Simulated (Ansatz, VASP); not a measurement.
One calculation of LaCuTe2, two programs

File INCAR:

```
  PREC = Accurate
  ENCUT = 520
  EDIFF = 1E-6
  ISMEAR = 0
  SIGMA = 0.01
  LREAL = False
  LASPH = True
  NELM = 100
  ALGO = Normal
  ISIF = 2
  LWAVE = False
  LCHARG = False
  GGA = PE
  NBANDS = 25
```

File KPOINTS:

```
Automatic mesh
0
Gamma
  6 6 6
```

File POSCAR:

```
LaCuTe2
1.0
    2.2868264749      1.3202998809      6.8499098873
   -2.2868264749      1.3202998809      6.8499098873
    0.0000000000     -2.6405997618      6.8499098873
Cu La Te
1 1 2
Direct
    1.0000000000      0.0000000000      0.0000000000
    0.5000000000      0.5000000000      0.5000000000
    0.2613436614      0.2613436614      0.2613436614
    0.7386563386      0.7386563386      0.7386563386
```

Input for Ansatz:

```yaml
crystal:
  lattice:
    - [2.2868264749, 1.3202998809, 6.8499098873]
    - [-2.2868264749, 1.3202998809, 6.8499098873]
    - [0.0, -2.6405997618, 6.8499098873]
  atoms:
    - { symbol: Cu, position: [1.0, 0.0, 0.0] }
    - { symbol: La, position: [0.5, 0.5, 0.5] }
    - { symbol: Te, position: [0.2613436614, 0.2613436614, 0.2613436614] }
    - { symbol: Te, position: [0.7386563386, 0.7386563386, 0.7386563386] }
kpoints:
  mp_grid: { grid: [6, 6, 6] }
hamiltonian:
  xc: pbe
scf:
  occupations: { method: fixed }
  n_extra_bands: 5
output:
  forces: true
  stress: true
  eigenvalues: true
```

Alike in both runs: task single point; functional PBE; k mesh 6 × 6 × 6; no spin polarisation.

|  | VASP | Ansatz |
| --- | --- | --- |
| version | VASP 6.6.1 | Ansatz 0.2.0 |
| potentials or method | VASP PAW PBE potentials, release 64 (Cu, La, Te) | plane waves, PAW |
| plane-wave cutoff (eV) | 520 | 420 |
| occupations | gaussian, width 0.01 eV | fixed |
| valence electrons in the cell | 34 | 62 |

VASP gave:

| Quantity | Value |
| --- | --- |
| gap on the k mesh at the Fermi level (eV) | 0.90 |
| pressure (GPa) | -2.6 |
| traceless stress, the component that is largest in VASP (GPa) | 0.09 |
| rms of the force components (eV/Å) | 0.071 |

**Question.** Which values does Ansatz return?

**Answer.** gap on the k mesh at the Fermi level (eV): 0.91; pressure (GPa): -2.6; traceless stress, the component that is largest in VASP (GPa): 0.07; rms of the force components (eV/Å): 0.068.

Atom by atom the forces differ by 0.004 eV/Å (rms over components). VASP's potentials hold 34 valence electrons a cell and Ansatz's 62, so a difference there can come from the potentials and not from the codes.

Spin-orbit coupling is off throughout.
